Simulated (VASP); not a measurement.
# Pb (Fmmm) in VASP: single point with PBEsol

Aim: the single point of Pb with PBEsol.

Program: VASP 6.6.1. These are calculated values, not measurements. Logs are shortened: lines on timing, memory, paths and dates and some standing lists are left out, and cuts for length are marked.

### Step 1. The cell of the first run

It takes space group Fmmm (No. 69, orthorhombic). Conventional cell: a = 4.903 Å, b = 4.940 Å, c = 4.977 Å, α = 90.00°, β = 90.00°, γ = 90.00°. Pb (site symmetry mmm) has 12 Pb at 3.48 to 3.51 Å within 4.6 Å.

### Step 2. Single point, PBEsol (strain +0.0075 x Voigt [1, -1, 0, 0, 0, 0])

Input file INCAR:

```
SYSTEM = Pb
  PREC = Accurate
  ENCUT = 520
  EDIFF = 1E-6
  ISMEAR = 0
  SIGMA = 0.15
  LREAL = .FALSE.
  LASPH = .TRUE.
  NELM = 60
  ALGO = Fast
  ISIF = 2
  LWAVE = .FALSE.
  LCHARG = .FALSE.
  GGA = PS
  NBANDS = 13
```

Input file KPOINTS:

```
Automatic mesh
0
G
  16 16 16
  0 0 0
```

Input file POSCAR:

```
Pb
1.0
    0.0000000000      2.4512765000      2.4698000000
    2.4883235000      0.0000000000      2.4698000000
    2.4883235000      2.4512765000      0.0000000000
Pb
1
Direct
    0.0000000000      0.0000000000      0.0000000000
```

Potentials or basis: VASP PAW PBE potentials, release 64 (Pb_d).

On the command line:

```console
> cat potpaw_PBE.64/Pb_d/POTCAR > POTCAR
> mpirun -np 1 vasp_std > vasp.out
```

OUTCAR:

```text
SYSTEM = Pb
   PREC = Accurate
   ENCUT = 520
   EDIFF = 1E-6
   ISMEAR = 0
   LREAL = .FALSE.
   LASPH = .TRUE.
   NELM = 60
   ISIF = 2
   GGA = PS

 ion  position               nearest neighbor table
   1  0.000  0.000  0.000-

  LATTYP: Found a face centered orthorhombic cell.
 ALAT       =     4.9025530000
 B/A-ratio  =     1.0075566751
 C/A-ratio  =     1.0151133501

  Lattice vectors:

 A1 = (  -2.4883235000,   0.0000000000,  -2.4698000000)
 A2 = (  -2.4883235000,   2.4512765000,   0.0000000000)
 A3 = (   0.0000000000,   2.4512765000,  -2.4698000000)

Analysis of symmetry for initial positions (statically):
=====================================================================
 Subroutine PRICEL returns:
 Original cell was already a primitive cell.

 Routine SETGRP: Setting up the symmetry group for a
 face centered orthorhombic supercell.

 Subroutine GETGRP returns: Found  8 space group operations
 (whereof  8 operations were pure point group operations)
 out of a pool of  8 trial point group operations.

The static configuration has the point symmetry D_2h.

Analysis of symmetry for dynamics (positions and initial velocities):
=====================================================================
 Subroutine PRICEL returns:
 Original cell was already a primitive cell.

 Routine SETGRP: Setting up the symmetry group for a
 face centered orthorhombic supercell.

 Subroutine GETGRP returns: Found  8 space group operations
 (whereof  8 operations were pure point group operations)
 out of a pool of  8 trial point group operations.

The dynamic configuration has the point symmetry D_2h.

 Subroutine INISYM returns: Found  8 space group operations
 (whereof  8 operations are pure point group operations),
 and found     1 'primitive' translations

----------------------------------------------------------------------------------------

                                     Primitive cell

  volume of cell :      30.1294

  direct lattice vectors                    reciprocal lattice vectors
     0.000000000  2.451276500  2.469800000    -0.200938503  0.203975357  0.202445542
     2.488323500  0.000000000  2.469800000     0.200938503 -0.203975357  0.202445542
     2.488323500  2.451276500  0.000000000     0.200938503  0.203975357 -0.202445542

  length of vectors
     3.479751215  3.505947216  3.492922891     0.350665690  0.350665690  0.350665690

  position of ions in fractional coordinates (direct lattice)
     0.000000000  0.000000000  0.000000000

  ion indices of the primitive-cell ions
   primitive index   ion index
                 1           1

----------------------------------------------------------------------------------------

 KPOINTS: Automatic mesh

Automatic generation of k-mesh.
 Grid dimensions read from file:
 generate k-points for:   16   16   16

 Generating k-lattice:

  Cartesian coordinates                     Fractional coordinates (reciprocal lattice)
    -0.012558656  0.012748460  0.012652846     0.062500000  0.000000000  0.000000000
     0.012558656 -0.012748460  0.012652846     0.000000000  0.062500000  0.000000000
     0.012558656  0.012748460 -0.012652846     0.000000000  0.000000000  0.062500000

  Length of vectors
     0.021916606  0.021916606  0.021916606

  Shift w.r.t. Gamma in fractional coordinates (k-lattice)
     0.000000000  0.000000000  0.000000000

 Subroutine IBZKPT returns following result:
 ===========================================

 Found    621 irreducible k-points:

 Following reciprocal coordinates:
            Coordinates               Weight
  0.000000  0.000000  0.000000      1.000000
  0.062500  0.000000  0.000000      8.000000
  0.125000  0.000000  0.000000      8.000000
  0.187500  0.000000  0.000000      8.000000
  0.250000  0.000000  0.000000      8.000000
  0.312500  0.000000  0.000000      8.000000
[... 16 lines left out ...]
 -0.125000  0.062500  0.000000      8.000000
 -0.062500  0.062500  0.000000      4.000000
 [... further k-points ...]
   k-points           NKPTS =    621   k-points in BZ     NKDIM =    621   number of bands    NBANDS=     13
   number of dos      NEDOS =    301   number of ions     NIONS =      1
   total plane-waves  NPLWV =  21952
   dimension x,y,z NGX =    28 NGY =   28 NGZ =   28
   dimension x,y,z NGXF=    56 NGYF=   56 NGZF=   56
   ions per type =               1
   NGX,Y,Z   is equivalent  to a cutoff of  13.38, 13.28, 13.33 a.u.
   NGXF,Y,Z  is equivalent  to a cutoff of  26.75, 26.55, 26.65 a.u.
 SYSTEM =  Pb
   PREC   = accura    normal or accurate (medium, high low for compatibility)
   ISTART =      0    job   : 0-new  1-cont  2-samecut
   ICHARG =      2    charge: 1-file 2-atom 10-const
   ISPIN  =      1    spin polarized calculation?
   LNONCOLLINEAR =      F non collinear calculations
   LSORBIT =      F    spin-orbit coupling
   LASPH  =      T    aspherical Exc in radial PAW
   ENCUT  =  520.0 eV  38.22 Ry    6.18 a.u.   6.47  6.52  6.49*2*pi/ulx,y,z
   NELM   =     60;   NELMIN=  2; NELMDL= -5     # of ELM steps
   EDIFF  = 0.1E-05   stopping-criterion for ELM
   LREAL  =      F    real-space projection
[... 7 lines left out ...]
   TEBEG  =    0.0;   TEEND  =   0.0 temperature during run
   PSTRESS=    0.0 pullay stress
   NELECT =      14.0000    total number of electrons
   NUPDOWN=      -1.0000    fix difference up-down
   EMIN   =  10.00;   EMAX   =-10.00  energy-range for DOS
   EFERMI =   0.00;   METHOD = LEGACY
   ISMEAR =     0;   SIGMA  =   0.15  broadening in eV -4-tet -1-fermi 0-gaus
   EFERMI_NEDOS =   21; number of points for ismear=-14 and -15
   IALGO  =     68    algorithm
   IMIX   =      4    mixing-type and parameters
     AMIX     =   0.40;   BMIX     =  1.00
     AMIX_MAG =   1.60;   BMIX_MAG =  1.00
  volume/ion in A,a.u.               =      30.13       203.32
  Fermi-wavevector in a.u.,A,eV,Ry     =   1.268004  2.396180 21.875903  1.607833
  Thomas-Fermi vector in A             =   2.401122
   LORBIT       =      0    0 simple, 1 ext, 2 COOP (PROOUT), +10 PAW based schemes
   GGA     = PS    functional components
   LHFCALC =     F    Hartree Fock is set to
   AEXX    =    0.0000 exact exchange contribution
   IVDW    =     0    specifies the selected vdW correction
   LEPSILON=     F    determine dielectric tensor
   LRPA    =     F    only Hartree local field effects (RPA)
 non-spin polarized calculation
 RMM-DIIS sequential band-by-band and
 Gauss-broadening in eV      SIGMA  =   0.15
  energy-cutoff  :      520.00
  volume of cell :       30.13
 maximum number of plane-waves:       853
 NGX is ok and might be reduce to    28
   NGX = 13   NGY = 13   NGZ = 13

 number of electron      13.9999998 magnetization

 Free energy of the ion-electron system (eV)
  ---------------------------------------------------
  ext. energy  EPLUGINS =         0.00000000
  ---------------------------------------------------
  free energy    TOTEN  =        -4.00367186 eV

  energy without entropy =       -3.99896794  energy(sigma->0) =       -4.00131990

 E-fermi :   7.2165     XC(G=0): -10.3722

 val. band max:        7.2148895478   @ k =  -0.3750   0.1875   0.3125
 cond. band min:       7.2208765097   @ k =  -0.3750   0.3125   0.1875
 fundamental gap:      0.0059869619
 Fermi energy:         7.2164525511

 k-point     1 :       0.0000    0.0000    0.0000
  band No.  band energies     occupation
      1      -9.8322      2.00000
      2      -9.8221      2.00000
      3      -9.8126      2.00000
      4      -9.6849      2.00000
      5      -9.6706      2.00000
      6      -4.6404      2.00000
      7      14.6190      0.00000
      8      14.6344      0.00000
      9      14.6478      0.00000
     10      16.9417      0.00000
     11      18.5700      0.00000
     12      19.6892      0.00000
     13      19.6996      0.00000

 k-point     2 :       0.0625    0.0000    0.0000
  band No.  band energies     occupation
      1      -9.8286      2.00000
      2      -9.8181      2.00000
      3      -9.8084      2.00000
      4      -9.6851      2.00000
      5      -9.6713      2.00000
      6      -4.5646      2.00000
      7      13.6702      0.00000
      8      14.5354      0.00000
      9      14.5388      0.00000
     10      16.7537      0.00000
     11      19.0061      0.00000
     12      19.8679      0.00000
     13      19.8735      0.00000

 k-point     3 :       0.1250    0.0000    0.0000
  band No.  band energies     occupation
      1      -9.8254      2.00000
      2      -9.8061      2.00000
      3      -9.7954      2.00000
      4      -9.6831      2.00000
      5      -9.6712      2.00000
      6      -4.3371      2.00000
      7      11.8116      0.00000
      8      14.2673      0.00000
      9      14.2977      0.00000
     10      16.5049      0.00000
     11      19.6965      0.00000
     12      20.3032      0.00000
     13      20.3237      0.00000
[... 305 lines left out ...]
 k-point    23 :      -0.1250    0.0625    0.0000
  band No.  band energies     occupation
      1      -9.8287      2.00000
      2      -9.7923      2.00000
      3      -9.7870      2.00000
      4      -9.6898      2.00000
      5      -9.6615      2.00000
      6      -4.1601      2.00000
      7      11.1146      0.00000
      8      13.0068      0.00000
      9      14.6466      0.00000
     10      16.7805      0.00000
     11      19.3065      0.00000
     12      19.6980      0.00000
     13      19.9896      0.00000

 k-point    24 :      -0.0625    0.0625    0.0000
  band No.  band energies     occupation
      1      -9.8294      2.00000
      2      -9.8052      2.00000
      3      -9.8027      2.00000
      4      -9.6875      2.00000
      5      -9.6696      2.00000
      6      -4.4383      2.00000
      7      12.8184      0.00000
      8      13.6605      0.00000
      9      14.7149      0.00000
     10      16.7396      0.00000
     11      19.1612      0.00000
     12      19.7841      0.00000
     13      20.3740      0.00000

 [... further k-points ...]

------------------------ aborting loop because EDIFF is reached ----------------------------------------

  FORCE on cell =-STRESS in cart. coord.  units (eV):
  Direction    XX          YY          ZZ          XY          YZ          ZX
  --------------------------------------------------------------------------------------
  -------------------------------------------------------------------------------------
  Total       -0.0715397     -0.0242010     -0.0515952      0.0000000     -0.0000000      0.0000000
  in kB       -3.8042274     -1.2869242     -2.7436536      0.0000000     -0.0000000      0.0000000
  external PRESSURE =      -2.6116017 kB  Pullay stress =       0.0000000 kB

 VOLUME and BASIS-vectors are now :
 -----------------------------------------------------------------------------
  energy-cutoff  :      520.00
  volume of cell :       30.13
      direct lattice vectors                 reciprocal lattice vectors
     0.000000000  2.451276500  2.469800000    -0.200938503  0.203975357  0.202445542
     2.488323500  0.000000000  2.469800000     0.200938503 -0.203975357  0.202445542
     2.488323500  2.451276500  0.000000000     0.200938503  0.203975357 -0.202445542

 POSITION                                       TOTAL-FORCE (eV/Angst)
 -----------------------------------------------------------------------------------
      0.00000      0.00000      0.00000         0.000000      0.000000      0.000000
 -----------------------------------------------------------------------------------
    total drift:                               -0.000000     -0.000000      0.000000

  FREE ENERGIE OF THE ION-ELECTRON SYSTEM (eV)
  ---------------------------------------------------
  free  energy   TOTEN  =        -4.0036718581 eV

  energy  without entropy=       -3.9989679368  energy(sigma->0) =       -4.00131990
```

It took 3.1 min on 1 thread of AMD EPYC 7R13 (Zen 3), shared host; peak memory 0.3 GiB.

Results:

```yaml
Free_energy: -4.0037 eV
Pressure: -0.3 GPa
Band_gap_on_the_k_mesh: zero (bands 7 and 8 overlap by 9.21 eV)
```

Stress tensor (GPa, compression positive):
```
-0.38  0.00  0.00
 0.00 -0.13  0.00
 0.00  0.00 -0.27
```

Caveat: the cell differs from its parent crystal (strain +0.0075 x Voigt [1, -1, 0, 0, 0, 0]); the PAW data sets were made with another functional, which shifts forces and pressure a little; spin-orbit coupling is left out, which moves the levels of the heavy elements.
